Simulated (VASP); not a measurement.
Here is a VASP 6.6.1 calculation.

INCAR

```
  PREC = Accurate
  ENCUT = 520
  EDIFF = 1E-6
  ISMEAR = -1
  SIGMA = 0.05
  LREAL = F
  LASPH = T
  NELM = 100
  ALGO = Normal
  ISIF = 2
  LWAVE = F
  LCHARG = T
  GGA = PS
  IVDW = 12
  LELF = T
  LVHAR = T
  NBANDS = 35
```

File KPOINTS:

```
Automatic mesh
0
Gamma
  9 9 9
```

POSCAR

```
SnO2
1.0
   -1.9989030270      1.9989030270      5.0917114653
    1.9989030270     -1.9989030270      5.0917114653
    1.9989030270      1.9989030270     -5.0917114653
Sn O
2 4
Direct
    0.0000000000      0.0000000000      0.0000000000
    0.7500000000      0.2500000000      0.5000000000
    0.5463091734      0.0463091734      0.5000000000
    0.2036908266      0.2036908266      0.0000000000
    0.9536908266      0.4536908266      0.5000000000
    0.7963091734      0.7963091734      0.0000000000
```

Potentials or basis: VASP PAW PBE potentials, release 64 (Sn_d, O).

Command:

```console
$ cat potpaw_PBE.64/Sn_d/POTCAR potpaw_PBE.64/O/POTCAR > POTCAR
$ mpirun -np 1 vasp_std > vasp.out
```

Estimate the band gap on the k mesh.

1.64 eV (least direct gap 2.04 eV).

Predict the largest force.

0.024 eV/Å.

Estimate the pressure.

0.6 GPa.

Stress tensor (GPa, compression positive):
```
0.52 0.00 0.00
0.00 0.52 0.00
0.00 0.00 0.76
```

Caveat: the PAW data sets were made with another functional, which shifts forces and pressure a little; spin-orbit coupling is left out, which moves the levels of the heavy elements. A k mesh can miss the band edges.
